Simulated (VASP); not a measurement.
Input of a VASP 6.6.1 run:

POSCAR

```
Ta
1.0
    3.5029446099      0.0000000000      0.0000000000
    0.0000000000      3.5029446099      0.0000000000
    0.0000000000      0.0000000000      3.1856967962
Ta
2
Direct
    0.0000000000      0.0000000000      0.0000000000
    0.5000000000      0.5000000000      0.5000000000
```

The input INCAR.step1:

```
PREC     = Accurate       # precision mode
ENCUT    = 520            # plane-wave cutoff, eV
ISMEAR   = 0              # smearing method
SIGMA    = 0.1            # smearing width, eV
LREAL    = False          # projectors in reciprocal space
LASPH    = True           # aspherical terms in the spheres
NELM     = 80             # most SCF steps
NBANDS   = 18             # bands
GGA      = PE             # functional
ALGO     = Normal         # electronic algorithm
EDIFF    = 1E-4           # SCF threshold, eV
LWAVE    = True           # write WAVECAR
LCHARG   = False          # write CHGCAR
```

Contents of INCAR.step2:

```
PREC     = Accurate       # precision mode
ENCUT    = 520            # plane-wave cutoff, eV
EDIFF    = 1E-6           # SCF threshold, eV
ISMEAR   = 0              # smearing method
SIGMA    = 0.1            # smearing width, eV
LREAL    = False          # projectors in reciprocal space
LASPH    = True           # aspherical terms in the spheres
NELM     = 80             # most SCF steps
ALGO     = Normal         # electronic algorithm
ISIF     = 2              # what is computed and relaxed
LWAVE    = False          # write WAVECAR
LCHARG   = False          # write CHGCAR
METAGGA  = R2SCAN         # meta-GGA
LMIXTAU  = True         
NBANDS   = 18             # bands
ISTART   = 1
```

KPOINTS

```
regular mesh
0
Gamma
  16 16 16
```

Potentials or basis: VASP PAW PBE potentials, release 64 (Ta_pv).

Command:

```sh
$ cat potpaw_PBE.64/Ta_pv/POTCAR > POTCAR
$ cp INCAR.step1 INCAR
$ mpirun -np 1 vasp_std > vasp.out
$ cp INCAR.step2 INCAR
$ mpirun -np 1 vasp_std > vasp.out
```

(1) What does it give for the band gap on the k mesh?

(2) Estimate the pressure.

Answers

(1) zero (bands 11 and 12 overlap by 2.53 eV).

(2) -12.7 GPa.

Caveat: the cell differs from its parent crystal (biaxial strain in the a-b plane: +6.0 %); the cell stands under tension; the PAW data sets were made with another functional, which shifts forces and pressure a little; spin-orbit coupling is left out, which moves the levels of the heavy elements.
